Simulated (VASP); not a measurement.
Wanted: the native input for a VASP 6.6.1 run.

```
Task                   : single point
Functional             : r2SCAN
Potentials or basis    : VASP PAW PBE potentials, release 64 (Al, Mn_pv)
Cutoff                 : 550 eV
k mesh                 : 7 × 7 × 7
Occupations            : fermi-dirac, width 0.1 eV
Spin                   : no spin polarisation
Dipole correction      : no
Further INCAR settings : ALGO = Normal; EDIFF = 1e-06; NBANDS = 56
```

The system is Mn3Al2.

```
CELL_PARAMETERS angstrom
2.57644 4.46252 0.00000
-2.57644 4.46252 0.00000
0.00000 -2.97501 4.68910
ATOMIC_POSITIONS crystal
Al 0.35229 0.35229 0.05687
Al 0.14771 0.14771 0.44313
Al 0.64771 0.64771 0.94313
Al 0.85229 0.85229 0.55687
Mn 0.55621 0.94379 0.75000
Mn 0.25000 0.55621 0.75000
Mn 0.94379 0.25000 0.75000
Mn 0.44379 0.05621 0.25000
Mn 0.75000 0.44379 0.25000
Mn 0.05621 0.75000 0.25000
```

These files were run (other wordings do the same):

POSCAR

```
Mn3Al2
1.0
    2.5764430000      4.4625210000      0.0000000000
   -2.5764430000      4.4625210000      0.0000000000
    0.0000000000     -2.9750140000      4.6890980000
Al Mn
4 6
Direct
    0.3522900000      0.3522900000      0.0568700000
    0.1477100000      0.1477100000      0.4431300000
    0.6477100000      0.6477100000      0.9431300000
    0.8522900000      0.8522900000      0.5568700000
    0.5562100000      0.9437900000      0.7500000000
    0.2500000000      0.5562100000      0.7500000000
    0.9437900000      0.2500000000      0.7500000000
    0.4437900000      0.0562100000      0.2500000000
    0.7500000000      0.4437900000      0.2500000000
    0.0562100000      0.7500000000      0.2500000000
```

INCAR.step1

```
SYSTEM = Mn3Al2
PREC = Accurate
ENCUT = 550
ISMEAR = -1
SIGMA = 0.1
LREAL = .False.
LASPH = .True.
NELM = 120
NBANDS = 56
GGA = PE
ALGO = Normal
EDIFF = 1E-5
LWAVE = .True.
LCHARG = .False.
GGA_COMPAT = .False.
```

INCAR.step2

```
SYSTEM = Mn3Al2
PREC = Accurate
ENCUT = 550
EDIFF = 1E-6
ISMEAR = -1
SIGMA = 0.1
LREAL = .False.
LASPH = .True.
NELM = 120
ALGO = Normal
ISIF = 2
LWAVE = .False.
LCHARG = .False.
METAGGA = R2SCAN
LMIXTAU = .True.
NBANDS = 56
ISTART = 1
GGA_COMPAT = .False.
```

KPOINTS

```
Automatic mesh
0
Gamma
  7 7 7
  0 0 0
```

Potentials or basis: VASP PAW PBE potentials, release 64 (Al, Mn_pv).

The run is started by

```console
$ cat potpaw_PBE.64/Al/POTCAR potpaw_PBE.64/Mn_pv/POTCAR > POTCAR
$ cp INCAR.step1 INCAR
$ mpirun -np 1 vasp_std > vasp.out
$ cp INCAR.step2 INCAR
$ mpirun -np 1 vasp_std > vasp.out
```

Results of the run:

The pressure is 76.0 GPa and the largest force is 1.430 eV/Å. The band gap on the k mesh is zero (bands 45 and 46 overlap by 0.20 eV).

Caveat: the cell stands under pressure; the PAW data sets were made with another functional, which shifts forces and pressure a little; the run has no spin polarisation, though such a crystal can be magnetic.

Wall time 35 min on 1 thread of Intel Xeon 8259CL, on a shared host, peak memory 0.4 GiB.
